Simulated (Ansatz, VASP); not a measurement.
**Ba2TaS4 in VASP and in Ansatz**

```
Ba Ta S
1.0
     5.19105    0.00000    0.00000
    -2.59552    4.49558    0.00000
     0.00000    0.00000   12.46575
Ba Ta S
2 1 4
Cartesian
  0.0000 0.0000 9.7302
  0.0000 0.0000 2.7356
  0.0000 0.0000 6.2329
  2.5955 0.0000 6.2329
  -1.2978 2.2478 6.2329
  1.2978 2.2478 6.2329
  0.0000 0.0000 0.0000
```

Alike in both runs: functional PBE; k mesh 12 × 12 × 4; occupations gaussian, width 0.1 eV; no spin polarisation.

Ansatz relaxed the structure, and its values are those at the end. VASP's run is a single point on that final structure, the one shown.

```csv
,VASP,Ansatz
version,VASP 6.6.1,Ansatz 0.2.0
potentials or method,"VASP PAW PBE potentials, release 64 (Ba_sv, Ta_pv, S), cutoff 520 eV","scalar-relativistic, plane waves, PAW"
valence electrons in the cell,55,57
```

```csv
,VASP,Ansatz,Ansatz less VASP
gap on the k mesh at the Fermi level (eV),none,none,-
pressure (GPa),0.3,0.0,-0.28
rms of the force components (eV/Å),0.055,0.001,-0.0548
```

A gap of «none» marks a metal or a gap that the smearing closes. VASP's potentials hold 55 valence electrons a cell and Ansatz's 57, so a difference there can come from the potentials and not from the codes.

Neither program's run includes spin-orbit coupling.
